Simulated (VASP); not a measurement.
# LiS3 (P6/mmm) in VASP: notebook

Runs on LiS3. Level: PBE. Tasks: single point.

Program: VASP 6.6.1. These are calculated values, not measurements. Logs are shortened: lines on timing, memory, paths and dates and some standing lists are left out, and cuts for length are marked.

**1. The cell of the first run**

Symmetry: P6/mmm, No. 191, hexagonal system. The conventional cell has a = 4.562 Å, b = 4.562 Å, c = 4.638 Å, α = 90.00°, β = 90.00°, γ = 120.00°. Li (site symmetry 6/mmm) has 2 S at 2.32 Å within 3.1 Å. S (site symmetry -6m2) has 6 S at 2.63 Å and 6 Li at 3.51 Å within 3.6 Å. Within 3.1 Å of S (site symmetry 6/mmm) lie 2 Li at 2.32 Å and 6 S at 2.63 Å.

The cell was built from a structure type or drawn by symmetry, and may not be a known phase.

**2. Single point, PBE**

Contents of INCAR:

```
SYSTEM = LiS3
PREC     = Accurate       ! precision mode
ENCUT    = 520            ! plane-wave cutoff, eV
EDIFF    = 1E-6           ! SCF threshold, eV
ISMEAR   = 0              ! smearing method
SIGMA    = 0.1            ! smearing width, eV
LREAL    = .False.        ! projectors in reciprocal space
LASPH    = .True.         ! aspherical terms in the spheres
NELM     = 60             ! most SCF steps
ALGO     = Normal         ! electronic algorithm
ISIF     = 2              ! what is computed and relaxed
LWAVE    = .False.        ! write WAVECAR
LCHARG   = .False.        ! write CHGCAR
GGA      = PE             ! functional
NBANDS   = 18             ! bands
```

Contents of KPOINTS:

```
regular mesh
0
Gamma
  6 6 4
  0 0 0
```

Contents of POSCAR:

```
LiS3
1.0
    4.5619877087     -0.0000000030      0.0000000000
   -2.2809938517      3.9507972490      0.0000000000
    0.0000000000      0.0000000000      4.6380132483
Li S
1 3
Direct
    0.0000000000      0.0000000000      0.0000000000
    0.3333333333      0.6666666667      0.5000000000
    0.6666666667      0.3333333333      0.5000000000
    0.0000000000      0.0000000000      0.5000000000
```

Potentials or basis: VASP PAW PBE potentials, release 64 (Li_sv, S).

Run with:

```
> cat potpaw_PBE.64/Li_sv/POTCAR potpaw_PBE.64/S/POTCAR > POTCAR
> mpirun -np 1 vasp_std > vasp.out
```

OUTCAR:

```text
SYSTEM = LiS3
   PREC = Accurate
   ENCUT = 520
   EDIFF = 1E-6
   ISMEAR = 0
   LREAL = .False.
   LASPH = .True.
   NELM = 60
   ISIF = 2
   GGA = PE

 ion  position               nearest neighbor table
   1  0.000  0.000  0.000-   4 2.32   4 2.32
   2  0.333  0.667  0.500-   4 2.63   3 2.63   3 2.63   4 2.63   4 2.63   3 2.63
   3  0.667  0.333  0.500-   4 2.63   2 2.63   2 2.63   4 2.63   4 2.63   2 2.63
   4  0.000  0.000  0.500-   1 2.32   1 2.32   3 2.63   2 2.63   2 2.63   3 2.63   3 2.63   2 2.63

  LATTYP: Found a hexagonal cell.
 ALAT       =     4.5619877087
 C/A-ratio  =     1.0166650032

  Lattice vectors:

 A1 = (   4.5619877087,  -0.0000000030,   0.0000000000)
 A2 = (  -2.2809938517,   3.9507972490,   0.0000000000)
 A3 = (   0.0000000000,   0.0000000000,   4.6380132483)

Analysis of symmetry for initial positions (statically):
=====================================================================
 Subroutine PRICEL returns:
 Original cell was already a primitive cell.

 Routine SETGRP: Setting up the symmetry group for a
 hexagonal supercell.

 Subroutine GETGRP returns: Found 24 space group operations
 (whereof 24 operations were pure point group operations)
 out of a pool of 24 trial point group operations.

The static configuration has the point symmetry D_6h.

Analysis of symmetry for dynamics (positions and initial velocities):
=====================================================================
 Subroutine PRICEL returns:
 Original cell was already a primitive cell.

 Routine SETGRP: Setting up the symmetry group for a
 hexagonal supercell.

 Subroutine GETGRP returns: Found 24 space group operations
 (whereof 24 operations were pure point group operations)
 out of a pool of 24 trial point group operations.

The dynamic configuration has the point symmetry D_6h.

 Subroutine INISYM returns: Found 24 space group operations
 (whereof 24 operations are pure point group operations),
 and found     1 'primitive' translations

----------------------------------------------------------------------------------------

                                     Primitive cell

  volume of cell :      83.5932

  direct lattice vectors                    reciprocal lattice vectors
     4.561987709 -0.000000003  0.000000000     0.219202695  0.126556735  0.000000000
    -2.280993852  3.950797249  0.000000000     0.000000000  0.253113470  0.000000000
     0.000000000  0.000000000  4.638013248     0.000000000  0.000000000  0.215609561

  length of vectors
[... 84 lines left out ...]
   EDIFFG = 0.1E-04   stopping-criterion for IOM
   NSW    =      0    number of steps for IOM
   IBRION =     -1    ionic relax: 0-MD 1-quasi-New 2-CG
   NFREE  =      0    steps in history (QN), initial steepest desc. (CG)
   ISIF   =      2    stress and relaxation
   ISYM   =      2    0-nonsym 1-usesym 2-fastsym
   POTIM  = 0.5000    time-step for ionic-motion
   TEBEG  =    0.0;   TEEND  =   0.0 temperature during run
   PSTRESS=    0.0 pullay stress
   NELECT =      21.0000    total number of electrons
   NUPDOWN=      -1.0000    fix difference up-down
   EMIN   =  10.00;   EMAX   =-10.00  energy-range for DOS
   EFERMI =   0.00;   METHOD = LEGACY
   ISMEAR =     0;   SIGMA  =   0.10  broadening in eV -4-tet -1-fermi 0-gaus
   EFERMI_NEDOS =   21; number of points for ismear=-14 and -15
   IALGO  =     38    algorithm
   IMIX   =      4    mixing-type and parameters
     AMIX     =   0.40;   BMIX     =  1.00
     AMIX_MAG =   1.60;   BMIX_MAG =  1.00
  volume/ion in A,a.u.               =      20.90       141.03
  Fermi-wavevector in a.u.,A,eV,Ry     =   1.032978  1.952045 14.518003  1.067043
  Thomas-Fermi vector in A             =   2.167202
   LORBIT       =      0    0 simple, 1 ext, 2 COOP (PROOUT), +10 PAW based schemes
   GGA     = PE    functional components
   LHFCALC =     F    Hartree Fock is set to
   AEXX    =    0.0000 exact exchange contribution
   IVDW    =     0    specifies the selected vdW correction
   LEPSILON=     F    determine dielectric tensor
   LRPA    =     F    only Hartree local field effects (RPA)
 non-spin polarized calculation
 Gauss-broadening in eV      SIGMA  =   0.10
  energy-cutoff  :      520.00
  volume of cell :       83.59
 maximum number of plane-waves:      2334
 NGX is ok and might be reduce to    36
   NGX = 17   NGY = 17   NGZ = 17

 number of electron      20.9999994 magnetization

 Free energy of the ion-electron system (eV)
  ---------------------------------------------------
  ext. energy  EPLUGINS =         0.00000000
  ---------------------------------------------------
  free energy    TOTEN  =       -13.64009255 eV

  energy without entropy =      -13.63550366  energy(sigma->0) =      -13.63779811

 E-fermi :   3.2551     XC(G=0):  -8.4713

 val. band max:        3.1663082147   @ k =   0.3333   0.0000   0.5000
 cond. band min:       3.2569548665   @ k =   0.0000   0.0000   0.2500
 fundamental gap:      0.0906466518
 Fermi energy:         3.2550590582

 k-point     1 :       0.0000    0.0000    0.0000
  band No.  band energies     occupation
      1     -43.1440      2.00000
      2     -12.4613      2.00000
      3      -7.1839      2.00000
      4      -6.8556      2.00000
      5      -1.6758      2.00000
      6      -1.6758      2.00000
[... 418 lines left out ...]
      5      -0.5291      2.00000
      6      -0.5291      2.00000
[... 10 lines left out ...]
     17      10.7850      0.00000
     18      12.2956      0.00000

------------------------ aborting loop because EDIFF is reached ----------------------------------------

  FORCE on cell =-STRESS in cart. coord.  units (eV):
  Direction    XX          YY          ZZ          XY          YZ          ZX
  --------------------------------------------------------------------------------------
  -------------------------------------------------------------------------------------
  Total       -0.1780434     -0.1780434      0.0475949     -0.0000000      0.0000000     -0.0000000
  in kB       -3.4124438     -3.4124438      0.9122206     -0.0000000      0.0000000     -0.0000000
  external PRESSURE =      -1.9708890 kB  Pullay stress =       0.0000000 kB

 VOLUME and BASIS-vectors are now :
 -----------------------------------------------------------------------------
  energy-cutoff  :      520.00
  volume of cell :       83.59
      direct lattice vectors                 reciprocal lattice vectors
     4.561987709 -0.000000003  0.000000000     0.219202695  0.126556735  0.000000000
    -2.280993852  3.950797249  0.000000000     0.000000000  0.253113470  0.000000000
     0.000000000  0.000000000  4.638013248     0.000000000  0.000000000  0.215609561

 POSITION                                       TOTAL-FORCE (eV/Angst)
 -----------------------------------------------------------------------------------
      0.00000      0.00000      0.00000         0.000000      0.000000     -0.000000
      0.00000      2.63386      2.31901        -0.000000      0.000000      0.000000
      2.28099      1.31693      2.31901         0.000000     -0.000000     -0.000000
      0.00000      0.00000      2.31901        -0.000000      0.000000     -0.000000
 -----------------------------------------------------------------------------------
    total drift:                                0.000000     -0.000000     -0.000000

  FREE ENERGIE OF THE ION-ELECTRON SYSTEM (eV)
  ---------------------------------------------------
  free  energy   TOTEN  =       -13.6400925517 eV

  energy  without entropy=      -13.6355036599  energy(sigma->0) =      -13.63779811
```

OSZICAR:

```text
N       E                     dE             d eps       ncg     rms          rms(c)
DAV:   1     0.104591774634E+03    0.10459E+03   -0.81224E+03   756   0.101E+03
DAV:   2    -0.565899389468E+01   -0.11025E+03   -0.10634E+03  1046   0.190E+02
DAV:   3    -0.134637114556E+02   -0.78047E+01   -0.77530E+01  1014   0.522E+01
DAV:   4    -0.138272380404E+02   -0.36353E+00   -0.36276E+00  1246   0.101E+01
DAV:   5    -0.138319367627E+02   -0.46987E-02   -0.46985E-02   996   0.114E+00    0.127E+01
DAV:   6    -0.136596148680E+02    0.17232E+00   -0.24055E-01   964   0.255E+00    0.794E+00
DAV:   7    -0.136348576083E+02    0.24757E-01   -0.21616E-01   864   0.254E+00    0.103E+00
DAV:   8    -0.136383577029E+02   -0.35001E-02   -0.20013E-02  1020   0.821E-01    0.311E-01
DAV:   9    -0.136386191241E+02   -0.26142E-03   -0.41145E-03   836   0.363E-01    0.161E-01
DAV:  10    -0.136397702148E+02   -0.11511E-02   -0.11073E-03   866   0.182E-01    0.582E-02
DAV:  11    -0.136400550593E+02   -0.28484E-03   -0.30957E-04   912   0.977E-02    0.561E-02
DAV:  12    -0.136400911807E+02   -0.36121E-04   -0.55170E-05   940   0.404E-02    0.728E-03
DAV:  13    -0.136400923391E+02   -0.11584E-05   -0.27176E-06  1078   0.857E-03    0.403E-03
DAV:  14    -0.136400925517E+02   -0.21264E-06   -0.62315E-07   706   0.446E-03
   1 F= -.13640093E+02 E0= -.13637798E+02  d E =-.458889E-02
```

stdout:

```text
POSCAR found type information on POSCAR LiS
 POSCAR found :  2 types and       4 ions
 scaLAPACK will be used
 LDA part: xc-table for (Slater+PW92), standard interpolation
 POSCAR, INCAR and KPOINTS ok, starting setup
 FFT: planning ... GRIDC
 FFT: planning ... GRID_SOFT
 FFT: planning ... GRID
 WAVECAR not read
 entering main loop
```

It took 11 s on 1 thread of Intel Xeon 6975P-C (Granite Rapids), shared host; peak memory 0.2 GiB.

Results:

* Free energy: -13.6401 eV
* Band gap on the k mesh: zero (an odd number of electrons rules out a gap without spin polarisation)

Caveat: the cutoff is under 1.25 times the usual one of these potentials, so pressure, stress and relaxed cells hold a basis-set (Pulay) error.

**3. Single point, PBE**

This run uses another cell than the first one, of 21.36 Å³/atom.

Contents of INCAR:

```
SYSTEM = LiS3
ALGO = Normal
EDIFF = 1E-6
ENCUT = 520
GGA = PE
ISIF = 2
ISMEAR = 0
LASPH = .TRUE.
LCHARG = .FALSE.
LREAL = .FALSE.
LWAVE = .FALSE.
NBANDS = 18
NELM = 100
PREC = Accurate
SIGMA = 0.1
```

Contents of KPOINTS:

```
k-points
0
G
  6 6 4
  0 0 0
```

Contents of POSCAR:

```
LiS3
1.0
    4.3350719900      0.0000000000      0.0000000000
   -2.1675359900      3.7542824700      0.0000000000
    0.0000000000      0.0000000000      5.2500927700
Li S
1 3
Direct
    0.0000000000      0.0000000000      0.0000000000
    0.3333333300      0.6666666700      0.5000000000
    0.6666666700      0.3333333300      0.5000000000
    0.0000000000      0.0000000000      0.5000000000
```

Potentials or basis: VASP PAW PBE potentials, release 64 (Li_sv, S).

Run with:

```
> cat potpaw_PBE.64/Li_sv/POTCAR potpaw_PBE.64/S/POTCAR > POTCAR
> mpirun -np 1 vasp_std > vasp.out
```

It took 9.9 s on 1 thread of Intel Xeon 6975P-C (Granite Rapids), shared host; peak memory 0.19 GiB.

The run converged. Its results:

| Item | Value |
| --- | --- |
| Free energy | -13.0508 eV |
| Band gap on the k mesh | zero (an odd number of electrons rules out a gap without spin polarisation) |

Levels at points of the mesh, in eV from the Fermi level:
```
           k point  band 8  band 9  band 10  band 11  band 12  band 13  band 14  band 15
(0.00, 0.00, 0.00)   -5.64   -5.64    -0.69    -0.03     0.40     5.61     5.61     7.50
(0.50, 0.00, 0.00)   -1.60   -1.52    -1.12     0.64     0.74     1.98     2.35     3.02
(0.00, 0.00, 0.50)   -5.63   -5.63    -0.63    -0.14     3.31     3.77     5.50     5.50
(0.50, 0.00, 0.50)   -1.59   -1.53    -1.23     0.65     0.75     2.00     3.69     4.32
```

Caveat: the cutoff is under 1.25 times the usual one of these potentials, so pressure, stress and relaxed cells hold a basis-set (Pulay) error.
